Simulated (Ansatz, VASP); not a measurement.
**PbS in VASP and in Ansatz**

INCAR

```
SYSTEM = PbS
PREC = Accurate
ENCUT = 500
EDIFF = 1E-6
ISMEAR = 0
SIGMA = 0.01
LREAL = .FALSE.
LASPH = .TRUE.
NELM = 120
ALGO = Normal
ISIF = 2
LWAVE = .FALSE.
LCHARG = .FALSE.
GGA = PE
NBANDS = 17
GGA_COMPAT = .FALSE.
```

KPOINTS

```
Automatic mesh
0
G
  6 6 6
  0 0 0
```

The input POSCAR:

```
PbS
1.0
    0.0000000000      2.9657500000      2.9657500000
    2.9657500000      0.0000000000      2.9657500000
    2.9657500000      2.9657500000      0.0000000000
Pb S
1 1
Direct
    0.0000000000      0.0000000000      0.0000000000
    0.4966281716      0.5033718284      0.4966281716
```

Input for Ansatz:

```yaml
crystal:
  lattice:
    - [0.0, 2.96575, 2.96575]
    - [2.96575, 0.0, 2.96575]
    - [2.96575, 2.96575, 0.0]
  atoms:
    - { symbol: Pb, position: [0.0, 0.0, 0.0] }
    - { symbol: S, position: [0.4966281716260642, 0.5033718283739358, 0.4966281716260642] }
kpoints:
  mp_grid:
    grid: [6, 6, 6]
hamiltonian:
  pseudopotentials:
    kind: paw
scf:
  occupations:
    method: fixed
output:
  forces: true
```

Alike in both runs: task single point; functional PBE; k mesh 6 × 6 × 6; no spin polarisation.

|  | VASP | Ansatz |
| --- | --- | --- |
| version | VASP 6.6.1 | Ansatz 0.2.0 |
| potentials or method | VASP PAW PBE potentials, release 64 (Pb_d, S) | plane waves, PAW |
| plane-wave cutoff (eV) | 500 | 420 |
| occupations | gaussian, width 0.01 eV | fixed |
| valence electrons in the cell | 20 | 20 |

VASP gave:

* rms of the force components (eV/Å): 0.004

Problem. What did Ansatz give for the same quantities?

Solution. rms of the force components (eV/Å): 0.003.

Atom by atom the forces differ by 0.000 eV/Å (rms over components).

Neither program's run includes spin-orbit coupling.
